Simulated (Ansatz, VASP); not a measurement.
One calculation of Bi, two programs

File INCAR:

```
ALGO = Normal ; EDIFF = 1E-6
ENCUT = 520 ; ISIF = 2
ISMEAR = -1 ; LASPH = T
LCHARG = F ; LREAL = F
LWAVE = F ; NBANDS = 22
NELM = 100 ; PREC = Accurate
SIGMA = 0.08
```

The input KPOINTS:

```
k-points
0
Gamma
  11 11 11
```

Contents of POSCAR:

```
Bi
1.0
    0.0000000000      2.9078105204      2.9078105204
    2.9078105204      0.0000000000      2.9078105204
    2.9078105204      2.9078105204      0.0000000000
Bi
2
Direct
   -0.1250000000     -0.1250000000     -0.1250000000
    0.1250000000      0.1250000000      0.1250000000
```

Input for Ansatz:

```yaml
crystal:
  lattice:
    - [0.0, 2.9078105204, 2.9078105204]
    - [2.9078105204, 0.0, 2.9078105204]
    - [2.9078105204, 2.9078105204, 0.0]
  atoms:
    - { symbol: Bi, position: [-0.125, -0.125, -0.125] }
    - { symbol: Bi, position: [0.125, 0.125, 0.125] }
kpoints:
  mp_grid: { grid: [11, 11, 11] }
scf:
  occupations: { method: fermi_dirac, width: 0.08 }
hamiltonian:
  xc: lda
  pseudopotentials: { kind: all_electron, lapw: { basis_error: 0.001 } }
output:
  forces: true
  stress: true
  eigenvalues: true
  populations: true
```

Change from the starting cell: volume scaled by 0.55, LAPW.

Alike in both runs: task single point; functional LDA; k mesh 11 × 11 × 11; occupations fermi-dirac, width 0.08 eV; no spin polarisation.

|  | VASP | Ansatz |
| --- | --- | --- |
| version | VASP 6.6.1 | Ansatz 0.2.0 |
| potentials or method | VASP PAW LDA potentials, release 64 (Bi_d), cutoff 520 eV | all-electron LAPW, scalar-relativistic |

|  | VASP | Ansatz | Ansatz less VASP |
| --- | --- | --- | --- |
| pressure (GPa) | 78.1 | 77.6 | -0.49 |

LDA's correlation is that of Perdew and Zunger in VASP and of Perdew and Wang (1992) in Ansatz. Both programs put the cell under a high pressure, so it lies far from rest at this level. Ansatz ran all-electron here, and VASP with PAW potentials.

Spin-orbit coupling is off throughout. Noted on VASP's run: the cell as given lies far from equilibrium.
